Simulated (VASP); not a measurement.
Crystal: Sb.

```xyz
1
Lattice="-1.9600 1.9600 1.9600 1.9600 -1.9600 1.9600 1.9600 1.9600 -1.9600" Properties=species:S:1:pos:R:3 pbc="T T T"
Sb    0.0000    0.0000    0.0000
```

This isn't the form of Sb at room conditions, which is rhombohedral.

- Program: VASP 6.6.1
- Task: relaxation of cell and atoms
- Functional: PBE
- Potentials or basis: VASP PAW PBE potentials, release 64 (Sb)
- Cutoff: 500 eV
- k mesh: 9 × 9 × 9
- Occupations: fermi-dirac, width 0.1 eV
- Spin: no spin polarisation

At the start: pressure -5.0 GPa; volume 30.12 Å³/atom.

Question: Where does the relaxation end?

Answer: Over 3 steps the energy falls by 52.4 meV/atom and the volume is 27.13 Å³/atom (-9.9 %); space group Im-3m (No. 229, to 0.1 Å) before and after.

Step by step:
| step | energy change (eV) | largest force (eV/Å) | pressure (GPa) | volume (Å³) |
| --- | --- | --- | --- | --- |
| 1 | 0.0000 | 0.0000 | -5.04 | 30.12 |
| 2 | -0.0452 | 0.0000 | 2.50 | 26.17 |
| 3 | -0.0524 | 0.0000 | 0.01 | 27.13 |

Final structure:
```
CELL_PARAMETERS angstrom
-1.89289 1.89289 1.89289
1.89289 -1.89289 1.89289
1.89289 1.89289 -1.89289
ATOMIC_POSITIONS crystal
Sb 0.00000 0.00000 0.00000
```
